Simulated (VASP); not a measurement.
CdS (Hawleyite):

```
Cd S
1.0
     0.00000    2.91650    2.91650
     2.91650    0.00000    2.91650
     2.91650    2.91650    0.00000
Cd S
1 1
Direct
  0.00000 0.00000 0.00000
  0.75000 0.75000 0.75000
```

- Program: VASP 6.6.1
- Task: relaxation of cell and atoms
- Functional: revPBE
- Potentials or basis: VASP PAW PBE potentials, release 64 (Cd, S)
- Cutoff: 600 eV
- k mesh: 8 × 8 × 8
- Occupations: fermi-dirac, width 0.05 eV
- Spin: no spin polarisation

At the start: pressure 4.8 GPa; volume 24.81 Å³/atom.

Problem. How do energy, volume and symmetry change on relaxing?

Solution. Over 3 steps the energy falls by 29.3 meV/atom and the volume is 26.92 Å³/atom (+8.5 %); space group F-43m (No. 216, to 0.05 Å).

Step by step:
| step | energy change (eV) | largest force (eV/Å) | pressure (GPa) | volume (Å³) |
| --- | --- | --- | --- | --- |
| 1 | 0.0000 | 0.0000 | 4.80 | 49.62 |
| 2 | -0.0542 | 0.0000 | -1.09 | 55.14 |
| 3 | -0.0587 | 0.0000 | 0.02 | 53.83 |

Final structure:
```yaml
crystal:
  lattice:
    - [0.00000, 2.99691, 2.99691]
    - [2.99691, 0.00000, 2.99691]
    - [2.99691, 2.99691, 0.00000]
  atoms:
    - { symbol: Cd, position: [0.00000, 0.00000, 0.00000] }
    - { symbol: S, position: [0.75000, 0.75000, 0.75000] }
```

Caveat: the PAW data sets were made with another functional, which shifts forces and pressure a little.
